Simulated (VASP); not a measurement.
Runs of VASP 6.6.1 on CsI. The structure is that of space group Pm-3m (No. 221), or close to it. The cells are those of the table. 

```csv
cell,gap on the mesh (eV),pressure (GPa)
"a = 4.567, b = 4.567, c = 4.544 Å, 2 atoms",3.88,0.9
"a = 4.567, b = 4.567, c = 4.475 Å, 2 atoms",3.87,(c)
"a = 4.567, b = 4.567, c = 4.521 Å, 2 atoms",3.88,0.9
"a = 4.567, b = 4.567, c = 4.590 Å, 2 atoms",3.85,0.7
"a = 4.567, b = 4.567, c = 4.498 Å, 2 atoms",3.87,(a)
"a = 4.567, b = 4.567, c = 4.658 Å, 2 atoms",3.77,0.5
"a = 4.567, b = 4.567, c = 4.612 Å, 2 atoms",3.83,0.7
"a = 4.567, b = 4.567, c = 4.635 Å, 2 atoms",3.80,(b)
```

Alike in all rows: task single point; level PBE; potentials or basis VASP PAW PBE potentials, release 64 (Cs_sv, I); no spin polarisation; k mesh 6 × 6 × 6; cutoff (eV) 500; smearing gaussian 0.05 eV.

Problem. Estimate the missing entries.

Solution. (a) 1.0; (b) 0.6; (c) 1.1.

Caveats: spin-orbit coupling is left out, which moves the levels of the heavy elements.

A k mesh can miss the band edges, and the runs leave out spin-orbit coupling on Cs, I.
